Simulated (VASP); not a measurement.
**Al: relaxation of cell and atoms with PBE**

Crystal: Al.

```
CELL_PARAMETERS angstrom
0.00000 2.00175 2.00175
2.00175 0.00000 2.00175
2.00175 2.00175 0.00000
ATOMIC_POSITIONS crystal
Al 0.00000 0.00000 0.00000
```

| Property | Result |
| --- | --- |
| Program | VASP 6.6.1 |
| Task | relaxation of cell and atoms |
| Functional | PBE |
| Potentials or basis | VASP PAW PBE potentials, release 64 (Al) |
| Cutoff | 600 eV |
| k mesh | 18 × 18 × 18 |
| Occupations | gaussian, width 0.1 eV |
| Spin | no spin polarisation |
| Target pressure | 3 GPa |
| Dipole correction | no |
| Further INCAR settings | ALGO = Normal; EDIFF = 1e-06; IBRION = 2; EDIFFG = -0.008; NSW = 70; ISIF = 3 |

```yaml
Relaxed_volume: 15.91 Å³/atom
Relaxed_cell: a = 2.823 Å, b = 2.823 Å, c = 2.823 Å, α = 60.00°, β = 60.00°, γ = 60.00°
Space_group_after_relaxing_to_0.05_Å: Fm-3m (No. 225)
Energy_change_on_relaxing_the_enthalpy_is_what_falls: +2.2 meV/atom
Ionic_steps: 3
Pressure_after_relaxing: 3.0 GPa
```

Step by step:
```
step  energy change (eV)  largest force (eV/Å)  pressure (GPa)  volume (Å³)
   1              0.0000                0.0000            2.25        16.04
   2              0.0029                0.0000            3.21        15.87
   3              0.0022                0.0000            3.00        15.91
```

Final structure:
```
CELL_PARAMETERS angstrom
0.00000 1.99607 1.99607
1.99607 0.00000 1.99607
1.99607 1.99607 0.00000
ATOMIC_POSITIONS crystal
Al 0.00000 0.00000 0.00000
```

Levels at points of the mesh, in eV from the Fermi level:
```
           k point  band 1  band 2  band 3  band 4
(0.00, 0.00, 0.00)  -11.39   12.83   12.83   12.83
(0.50, 0.00, 0.00)   -4.74   -4.42   11.64   11.64
(0.50, 0.50, 0.00)   -3.01   -1.60    5.27    5.77
```

It took 15 s on 1 thread of Intel Xeon 6975P-C (shared host), peak memory 0.15 GiB.

Caveat: the cell is relaxed towards a set pressure, so the enthalpy falls and the energy may rise.
